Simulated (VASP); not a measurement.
BN, 4 atoms in the cell. It takes space group P6_3mc (No. 186, hexagonal). Conventional cell: a = 2.531 Å, b = 2.531 Å, c = 4.187 Å, α = 90.00°, β = 90.00°, γ = 120.00°. Within 2.1 Å of B (site symmetry 3m) lie 4 N at 1.55 to 1.57 Å. Within 2.1 Å of N (site symmetry 3m) lie 4 B at 1.55 to 1.57 Å.  This cell differs from its parent crystal: strain -0.5%.

* Program: VASP 6.6.1
* Task: single point
* Functional: r2SCAN
* Potentials or basis: VASP PAW PBE potentials, release 64 (B, N)
* Cutoff: 520 eV
* k mesh: 12 × 12 × 6
* Occupations: gaussian, width 0.01 eV
* Spin: no spin polarisation
* Dipole correction: no
* Further INCAR settings: ALGO = Normal; EDIFF = 1e-06; NBANDS = 16

Potentials or basis: VASP PAW PBE potentials, release 64 (B, N).

Launch:

```bash
$ cat potpaw_PBE.64/B/POTCAR potpaw_PBE.64/N/POTCAR > POTCAR
$ cp INCAR.step1 INCAR
$ mpirun -np 1 vasp_std > vasp.out
$ cp INCAR.step2 INCAR
$ mpirun -np 1 vasp_std > vasp.out
```

Hardware: 1 thread of Intel(R) Xeon(R) 6975P-C (Granite Rapids) (shared host).

Question: How long does it take, and how much memory?

Answer: Wall time 47 s on 1 thread of Intel(R) Xeon(R) 6975P-C (Granite Rapids), with other jobs on the host, peak memory 0.15 GiB. Counts: k points 76.
